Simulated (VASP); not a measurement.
# Re (P6_3/mmc) in VASP: notebook, part 2 of 2

VASP 6.6.1. The steps go on from the part before.

## 3. Electric field gradients, PBEsol (12.45 Å³/atom)

This run uses another cell than the first one, of 12.45 Å³/atom.

Contents of INCAR:

```
PREC = Accurate
ENCUT = 520
EDIFF = 1E-8
ISMEAR = -1
SIGMA = 0.05
LREAL = False
LASPH = True
NELM = 80
ALGO = Normal
ISIF = 2
LWAVE = False
LCHARG = False
GGA = PS
LEFG = True
NBANDS = 14
```

Contents of KPOINTS:

```
regular mesh
0
Gamma
  18 18 10
```

Contents of POSCAR:

```
Re
1.0
    2.6201393302      0.0000000000      0.0000000000
   -1.3100696651      2.2691072214      0.0000000000
    0.0000000000      0.0000000000      4.1895637172
Re
2
Direct
    0.3333333333      0.6666666667      0.2500000000
    0.6666666667      0.3333333333      0.7500000000
```

Potentials or basis: VASP PAW PBE potentials, release 64 (Re).

Launch:

```bash
$ cat potpaw_PBE.64/Re/POTCAR > POTCAR
$ mpirun -np 1 vasp_std > vasp.out
```

OUTCAR:

```text
PREC = Accurate
   ENCUT = 520
   EDIFF = 1E-8
   ISMEAR = -1
   LREAL = False
   LASPH = True
   NELM = 80
   ISIF = 2
   GGA = PS

 ion  position               nearest neighbor table
   1  0.333  0.667  0.250-   2 2.58   2 2.58   2 2.58   2 2.58   2 2.58   2 2.58
   2  0.667  0.333  0.750-   1 2.58   1 2.58   1 2.58   1 2.58   1 2.58   1 2.58

  LATTYP: Found a hexagonal cell.
 ALAT       =     2.6201393302
 C/A-ratio  =     1.5989850879

  Lattice vectors:

 A1 = (   2.6201393302,   0.0000000000,   0.0000000000)
 A2 = (  -1.3100696651,   2.2691072214,   0.0000000000)
 A3 = (   0.0000000000,   0.0000000000,   4.1895637172)

Analysis of symmetry for initial positions (statically):
=====================================================================
 Subroutine PRICEL returns:
 Original cell was already a primitive cell.

 Routine SETGRP: Setting up the symmetry group for a
 hexagonal supercell.

 Subroutine GETGRP returns: Found 24 space group operations
 (whereof 12 operations were pure point group operations)
 out of a pool of 24 trial point group operations.

The static configuration has the point symmetry D_3d.
 The point group associated with its full space group is D_6h.

Analysis of symmetry for dynamics (positions and initial velocities):
=====================================================================
 Subroutine PRICEL returns:
 Original cell was already a primitive cell.

 Routine SETGRP: Setting up the symmetry group for a
 hexagonal supercell.

 Subroutine GETGRP returns: Found 24 space group operations
 (whereof 12 operations were pure point group operations)
 out of a pool of 24 trial point group operations.

The dynamic configuration has the point symmetry D_3d.
 The point group associated with its full space group is D_6h.

 Subroutine INISYM returns: Found 24 space group operations
 (whereof 12 operations are pure point group operations),
 and found     1 'primitive' translations

----------------------------------------------------------------------------------------

                                     Primitive cell

  volume of cell :      24.9085

  direct lattice vectors                    reciprocal lattice vectors
     2.620139330  0.000000000  0.000000000     0.381659093  0.220350980  0.000000000
    -1.310069665  2.269107221  0.000000000     0.000000000  0.440701960  0.000000000
     0.000000000  0.000000000  4.189563717     0.000000000  0.000000000  0.238688338

  length of vectors
     2.620139330  2.620139330  4.189563717     0.440701960  0.440701960  0.238688338

  position of ions in fractional coordinates (direct lattice)
     0.333333333  0.666666667  0.250000000
     0.666666667  0.333333333  0.750000000

  ion indices of the primitive-cell ions
   primitive index   ion index
                 1           1
                 2           2

----------------------------------------------------------------------------------------

 KPOINTS: regular mesh

Automatic generation of k-mesh.
 Grid dimensions read from file:
[... 84 lines left out ...]
     AMIX     =   0.40;   BMIX     =  1.00
     AMIX_MAG =   1.60;   BMIX_MAG =  1.00
  volume/ion in A,a.u.               =      12.45        84.05
  Fermi-wavevector in a.u.,A,eV,Ry     =   1.351040  2.553095 24.834826  1.825308
  Thomas-Fermi vector in A             =   2.478494
   LORBIT       =      0    0 simple, 1 ext, 2 COOP (PROOUT), +10 PAW based schemes
   GGA     = PS    functional components
   LHFCALC =     F    Hartree Fock is set to
   AEXX    =    0.0000 exact exchange contribution
   IVDW    =     0    specifies the selected vdW correction
   LEPSILON=     F    determine dielectric tensor
   LRPA    =     F    only Hartree local field effects (RPA)
 non-spin polarized calculation
  energy-cutoff  :      520.00
  volume of cell :       24.91
 maximum number of plane-waves:       699
 NGX is ok and might be reduce to    20
   NGX =  9   NGY =  9   NGZ = 15

 number of electron      14.0000001 magnetization

 Free energy of the ion-electron system (eV)
  ---------------------------------------------------
  ext. energy  EPLUGINS =         0.00000000
  ---------------------------------------------------
  free energy    TOTEN  =       -25.73190851 eV

  energy without entropy =      -25.72083605  energy(sigma->0) =      -25.72637228

 E-fermi :   9.9156     XC(G=0): -14.7450

 val. band max:        9.9144031269   @ k =   0.3333   0.0556   0.4000
 cond. band min:       9.9227128544   @ k =   0.3333   0.3333   0.1000
 fundamental gap:      0.0083097275
 Fermi energy:         9.9156274112

 k-point     1 :       0.0000    0.0000    0.0000
  band No.  band energies     occupation
      1      -1.1170      2.00000
      2       1.9444      2.00000
      3       7.7905      2.00000
      4       7.7905      2.00000
      5       7.9926      2.00000
      6       8.9259      2.00000
      7       8.9259      2.00000
      8       9.9783      0.44430
      9       9.9783      0.44430
     10      11.1960      0.00000
     11      14.1005      0.00000
     12      14.1005      0.00000
     13      22.3484      0.00000
     14      24.2041      0.00000
[... 377 lines left out ...]
      1       2.9857      2.00000
      2       3.4504      2.00000
      3       3.4808      2.00000
      4       7.1486      2.00000
      5       7.4430      2.00000
      6       8.3651      2.00000
      7       9.2623      2.00000
      8      13.9965      0.00000
      9      14.6925      0.00000
     10      15.2649      0.00000
     11      17.0782      0.00000
     12      20.3121      0.00000
     13      22.1615      0.00000
     14      22.7833      0.00000

 [... further k-points ...]

------------------------ aborting loop because EDIFF is reached ----------------------------------------

  FORCE on cell =-STRESS in cart. coord.  units (eV):
  Direction    XX          YY          ZZ          XY          YZ          ZX
  --------------------------------------------------------------------------------------
  -------------------------------------------------------------------------------------
  Total       13.2968042     13.2968042     14.5117346      0.0000000      0.0000000      0.0000000
  in kB      855.2826295    855.2826295    933.4298964      0.0000000      0.0000000      0.0000000
  external PRESSURE =     881.3317184 kB  Pullay stress =       0.0000000 kB

 VOLUME and BASIS-vectors are now :
 -----------------------------------------------------------------------------
  energy-cutoff  :      520.00
  volume of cell :       24.91
      direct lattice vectors                 reciprocal lattice vectors
     2.620139330  0.000000000  0.000000000     0.381659093  0.220350980  0.000000000
    -1.310069665  2.269107221  0.000000000     0.000000000  0.440701960  0.000000000
     0.000000000  0.000000000  4.189563717     0.000000000  0.000000000  0.238688338

 POSITION                                       TOTAL-FORCE (eV/Angst)
 -----------------------------------------------------------------------------------
     -0.00000      1.51274      1.04739         0.000000      0.000000      0.000000
      1.31007      0.75637      3.14217        -0.000000      0.000000      0.000000
 -----------------------------------------------------------------------------------
    total drift:                                0.000000     -0.000000     -0.000000

  FREE ENERGIE OF THE ION-ELECTRON SYSTEM (eV)
  ---------------------------------------------------
  free  energy   TOTEN  =       -25.7319085073 eV

  energy  without entropy=      -25.7208360453  energy(sigma->0) =      -25.72637228

 Electric field gradients (V/A^2)
---------------------------------------------------------------------
 ion       V_xx      V_yy      V_zz      V_xy      V_xz      V_yz
---------------------------------------------------------------------
   1      53.726    53.726  -107.452     0.000     0.000    -0.000
   2      53.726    53.726  -107.452     0.000    -0.000     0.000
---------------------------------------------------------------------

 Electric field gradients after diagonalization (V/A^2)
 (convention: |V_zz| > |V_xx| > |V_yy|)
----------------------------------------------------------------------
 ion       V_xx      V_yy      V_zz     asymmetry (V_yy - V_xx)/ V_zz
----------------------------------------------------------------------
   1      53.726    53.726  -107.452       0.000
   2      53.726    53.726  -107.452       0.000
----------------------------------------------------------------------

           NMR quadrupolar parameters

 Cq : quadrupolar parameter    Cq=e*Q*V_zz/h
 eta: asymmetry parameters     (V_yy - V_xx)/ V_zz
 Q  : nuclear electric quadrupole moment in mb (millibarn)
----------------------------------------------------------------------
 ion       Cq(MHz)       eta       Q (mb)
----------------------------------------------------------------------
   1      -0.260       0.000       1.000
   2      -0.260       0.000       1.000
----------------------------------------------------------------------
```

OSZICAR:

```text
N       E                     dE             d eps       ncg     rms          rms(c)
DAV:   1     0.220995436276E+02    0.22100E+02   -0.69580E+03 12400   0.131E+03
DAV:   2    -0.259747572122E+02   -0.48074E+02   -0.42615E+02 10128   0.312E+02
DAV:   3    -0.269691640118E+02   -0.99441E+00   -0.97830E+00  9382   0.429E+01
DAV:   4    -0.269780461166E+02   -0.88821E-02   -0.88768E-02  9648   0.260E+00
DAV:   5    -0.269781995818E+02   -0.15347E-03   -0.15345E-03  9366   0.608E-01    0.606E+01
DAV:   6    -0.261208410580E+02    0.85736E+00   -0.39149E-01 10838   0.155E+01    0.307E+01
DAV:   7    -0.257379412170E+02    0.38290E+00   -0.44378E-01 10850   0.161E+01    0.445E-01
DAV:   8    -0.257327933809E+02    0.51478E-02   -0.56861E-03 10422   0.822E-01    0.331E-01
DAV:   9    -0.257318916058E+02    0.90178E-03   -0.55312E-04 10584   0.333E-01    0.431E-02
DAV:  10    -0.257319136742E+02   -0.22068E-04   -0.77288E-05 10352   0.127E-01    0.164E-02
DAV:  11    -0.257319086299E+02    0.50443E-05   -0.14147E-06 10452   0.213E-02    0.234E-03
DAV:  12    -0.257319085049E+02    0.12496E-06   -0.32734E-08  8086   0.366E-03    0.497E-04
DAV:  13    -0.257319085073E+02   -0.24456E-08   -0.36673E-09  5358   0.130E-03
   1 F= -.25731909E+02 E0= -.25726372E+02  d E =-.110725E-01
```

Run time: 2.1 min. Hardware: 1 thread of Intel Xeon 8259CL, shared host; peak memory 0.19 GiB.

What came out:

```
Free energy                             : -25.7319 eV
Pressure                                : 88.1 GPa
Band gap on the k mesh                  : zero (bands 7 and 8 overlap by 4.45 eV)
Largest electric field gradient by atom : Re -107.5 V/Å²
```

Electric field gradients, principal values (V/Å²):
```
atom   least  middle  greatest (by size)
1 Re  53.726  53.726            -107.452
2 Re  53.726  53.726            -107.452
```

Caveat: the stress differs along the axes, from 86 to 93 GPa; without QUAD_EFG the Cq values of the log hold for a quadrupole moment of 1 mb, not for the nuclei; the PAW data sets were made with another functional, which shifts forces and pressure a little; spin-orbit coupling is left out, which moves the levels of the heavy elements.

The gap in the log of VASP goes by the Fermi energy; the results here count the filled bands.